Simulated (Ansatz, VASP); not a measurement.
**Ni2Cl in VASP and in Ansatz**

```
Ni Cl
1.0
     0.00000    2.83860    2.83860
     2.83860    0.00000    2.83860
     2.83860    2.83860    0.00000
Ni Cl
2 1
Cartesian
  4.2579 4.2579 4.2579
  2.8386 2.8386 2.8386
  0.0000 0.0000 0.0000
```

Change from the starting cell: species swapped into the Cu2Se type (F-43m, No. 216).

Alike in both runs: functional PBE; k mesh 14 × 14 × 14; occupations gaussian, width 0.1 eV; collinear spin.

Ansatz relaxed the structure, and its values are those at the end. VASP's run is a single point on that final structure, the one shown.

|  | VASP | Ansatz |
| --- | --- | --- |
| version | VASP 6.6.1 | Ansatz 0.2.0 |
| potentials or method | VASP PAW PBE potentials, release 64 (Ni, Cl), cutoff 520 eV | scalar-relativistic, plane waves, PAW |
| valence electrons in the cell | 27 | 43 |

```tsv
	VASP	Ansatz	Ansatz less VASP
gap on the k mesh at the Fermi level (eV)	none	none	-
pressure (GPa)	0.0	0.0	+0.02
net moment per atom (μB)	0.43	0.43	+0.004
size of the moment on the site where the two differ most (μB)	0.58	0.61	+0.029
```

Site moments also hang on the region over which each program counts them. A gap of «none» marks a metal or a gap that the smearing closes. The functional is the same, so the differences come from potentials, cutoffs and numerics. VASP's potentials hold 27 valence electrons a cell and Ansatz's 43, so a difference there can come from the potentials and not from the codes.
